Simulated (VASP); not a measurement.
Input of a VASP 6.6.1 run:

INCAR

```
SYSTEM = WC
  ALGO = Normal
  EDIFF = 1E-6
  ENCUT = 520
  GGA = PS
  ISIF = 2
  ISMEAR = -1
  LASPH = .TRUE.
  LCHARG = .FALSE.
  LREAL = Auto
  LWAVE = .FALSE.
  NBANDS = 86
  NELM = 60
  PREC = Accurate
  SIGMA = 0.17
```

File KPOINTS:

```
k-points
0
G
  3 3 3
  0 0 0
```

POSCAR

```
WC
1.0
   -2.8860900000     -4.9988550000      0.0000000000
    4.3291350000     -2.4994270000      0.0000000000
    0.0000000000      0.0000000000      5.6483400000
W C
8 8
Direct
    0.7500759223      0.4692592443      0.0352138858
    0.7291881492      0.4889897463      0.5268273510
    0.5060742558     -0.0275630469      0.0315313880
    0.5046198659     -0.0215335514      0.5234635309
    0.2369394789      0.4948629831      0.0415166226
    0.2437844016      0.4706907324      0.5359096655
   -0.0035835429     -0.0314017528      0.0214399275
    0.0157243242     -0.0025220247      0.5416989770
    0.4937544026      0.6496262287      0.2660958795
    0.4932479088      0.6071092394      0.7736963426
    0.2820647988      0.1395115641      0.2731599018
    0.2497941369      0.1554417593      0.8129291084
    0.0012632226      0.6621058881      0.2825785983
   -0.0010666286      0.6365986771      0.7755021829
    0.7556516584      0.1372742349      0.2819058343
    0.7554869539      0.1359632681      0.7886918989
```

Potentials or basis: VASP PAW PBE potentials, release 64 (W_sv, C).

Run with:

```console
$ cat potpaw_PBE.64/W_sv/POTCAR potpaw_PBE.64/C/POTCAR > POTCAR
$ mpirun -np 1 vasp_std > vasp.out
```

(1) What does it give for the largest force?

(2) What does it give for the band gap on the k mesh?

(3) Estimate the pressure.

## Answers

(1) 4.142 eV/Å.

(2) zero (band 72 reaches 11.32 eV, above the bottom of band 73 at 11.30 eV).

(3) 10.1 GPa.

Caveat: the k points lie up to 0.42 Å⁻¹ apart; the PAW data sets were made with another functional, which shifts forces and pressure a little; spin-orbit coupling is left out, which moves the levels of the heavy elements.
